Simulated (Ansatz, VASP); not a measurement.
# CdS in VASP and in Ansatz

Contents of POSCAR:

```
CdS
1.0
    0.0000000000      2.9165000000      2.9165000000
    2.9165000000      0.0000000000      2.9165000000
    2.9165000000      2.9165000000      0.0000000000
Cd S
1 1
Direct
    0.0000000000      0.0000000000      0.0000000000
    0.7500000000      0.7500000000      0.7500000000
```

The input INCAR.step1:

```
SYSTEM = CdS
PREC     = Accurate       ! precision mode
ENCUT    = 520            ! plane-wave cutoff, eV
EDIFF    = 1E-5           ! SCF threshold, eV
ISMEAR   = -1             ! smearing method
SIGMA    = 0.05           ! smearing width, eV
LREAL    = .FALSE.        ! projectors in reciprocal space
LASPH    = .TRUE.         ! aspherical terms in the spheres
NELM     = 100            ! most SCF steps
ALGO     = Normal         ! electronic algorithm
ISIF     = 2              ! what is computed and relaxed
LWAVE    = .TRUE.         ! write WAVECAR
GGA      = PE             ! functional
NBANDS   = 16             ! bands
```

File INCAR.step2:

```
SYSTEM = CdS
PREC     = Accurate       ! precision mode
ENCUT    = 520            ! plane-wave cutoff, eV
EDIFF    = 1E-6           ! SCF threshold, eV
ISMEAR   = -1             ! smearing method
SIGMA    = 0.05           ! smearing width, eV
LREAL    = .FALSE.        ! projectors in reciprocal space
LASPH    = .TRUE.         ! aspherical terms in the spheres
NELM     = 100            ! most SCF steps
ALGO     = Normal         ! electronic algorithm
ISIF     = 2              ! what is computed and relaxed
LWAVE    = .FALSE.        ! write WAVECAR
LCHARG   = .TRUE.         ! write CHGCAR
METAGGA  = R2SCAN         ! meta-GGA
LHFCALC  = .TRUE.         ! exact exchange
AEXX     = 0.25           ! exact-exchange fraction
LMIXTAU  = .TRUE.       
PRECFOCK = Normal       
LELF     = .TRUE.         ! ELF
LVHAR    = .TRUE.       
ISTART   = 1            
NBANDS   = 16             ! bands
```

Contents of KPOINTS:

```
Automatic mesh
0
G
  5 5 5
  0 0 0
```

File input.yaml:

```yaml
crystal:
  lattice:
    - [0.0, 2.9165, 2.9165]
    - [2.9165, 0.0, 2.9165]
    - [2.9165, 2.9165, 0.0]
  atoms:
    - { symbol: Cd, position: [0.0, 0.0, 0.0] }
    - { symbol: S, position: [0.75, 0.75, 0.75] }
hamiltonian:
  xc: { exchange: r2scan, correlation: r2scan, exx: { coeff: 0.25 } }
  pseudopotentials: { kind: paw }
kpoints:
  mp_grid: { grid: [5, 5, 5] }
scf:
  occupations: { method: fermi_dirac, width: 0.05 }
output:
  forces: true
  stress: true
  eigenvalues: true
```

Alike in both runs: task single point; functional r2SCAN-based global hybrid; k mesh 5 × 5 × 5; occupations fermi-dirac, width 0.05 eV; no spin polarisation.

|  | VASP | Ansatz |
| --- | --- | --- |
| version | VASP 6.6.1 | Ansatz 0.2.0 |
| potentials or method | VASP PAW PBE potentials, release 64 (Cd, S) | Ansatz PAW |
| plane-wave cutoff (eV) | 520 | 500 |
| valence electrons in the cell | 18 | 26 |

Ansatz gave:

```
gap on the k mesh at the Fermi level (eV) : 3.09
least direct gap on the mesh (eV)         : 3.09
pressure (GPa)                            : 0.9
```

Q: Estimate VASP's values.

A: gap on the k mesh at the Fermi level (eV): 3.11; least direct gap on the mesh (eV): 3.11; pressure (GPa): 1.1.

VASP's potentials were made for PBE, not for r2SCAN-based global hybrid. VASP's potentials hold 18 valence electrons a cell and Ansatz's 26, so a difference there can come from the potentials and not from the codes.

Noted on Ansatz's run: odd divisions of the mesh miss points on the zone boundary, where band edges often lie, so the gap on the mesh can be too wide.
